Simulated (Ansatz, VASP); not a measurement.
# One calculation of GaSb, two programs

INCAR

```
SYSTEM = GaSb
ALGO = Normal ; EDIFF = 1E-6
ENCUT = 500 ; GGA = PE
GGA_COMPAT = .FALSE. ; ISIF = 2
ISMEAR = 0 ; LASPH = .TRUE.
LCHARG = .FALSE. ; LREAL = .FALSE.
LWAVE = .FALSE. ; NBANDS = 16
NELM = 120 ; PREC = Accurate
SIGMA = 0.1
```

KPOINTS

```
k-points
0
G
  6 6 6
  0 0 0
```

POSCAR

```
GaSb
1.0
    0.0000000000      3.0686043160      3.0686043160
    3.0686043160      0.0000000000      3.0686043160
    3.0686043160      3.0686043160      0.0000000000
Ga Sb
1 1
Direct
    0.0000000000      0.0000000000      0.0000000000
    0.7500000000      0.7500000000      0.7500000000
```

Input for Ansatz:

```yaml
crystal:
  lattice:
    - [0.0, 3.068604316, 3.068604316]
    - [3.068604316, 0.0, 3.068604316]
    - [3.068604316, 3.068604316, 0.0]
  atoms:
    - { symbol: Ga, position: [0.0, 0.0, 0.0] }
    - { symbol: Sb, position: [0.75, 0.75, 0.75] }
basis:
  ecutwfc: 420
kpoints:
  mp_grid: { grid: [6, 6, 6] }
hamiltonian:
  xc: pbe
scf:
  occupations: { method: gaussian, width: 0.1 }
output:
  forces: true
  stress: true
  eigenvalues: true
```

Alike in both runs: task single point; functional PBE; k mesh 6 × 6 × 6; occupations gaussian, width 0.1 eV; no spin polarisation.

|  | VASP | Ansatz |
| --- | --- | --- |
| version | VASP 6.6.1 | Ansatz 0.2.0 |
| potentials or method | VASP PAW PBE potentials, release 64 (Ga_d, Sb), cutoff 500 eV | scalar-relativistic, plane waves, PAW |
| valence electrons in the cell | 18 | 28 |

VASP gave:

```
gap on the k mesh at the Fermi level (eV) : none
pressure (GPa)                            : 2.0
```

Estimate Ansatz's values.

gap on the k mesh at the Fermi level (eV): none; pressure (GPa): 1.9.

A gap of «none» marks a metal or a gap that the smearing closes. With one functional, cell and mesh, what is left measures potentials, basis and numerics. VASP's potentials hold 18 valence electrons a cell and Ansatz's 28, so a difference there can come from the potentials and not from the codes.

Spin-orbit coupling is off throughout.
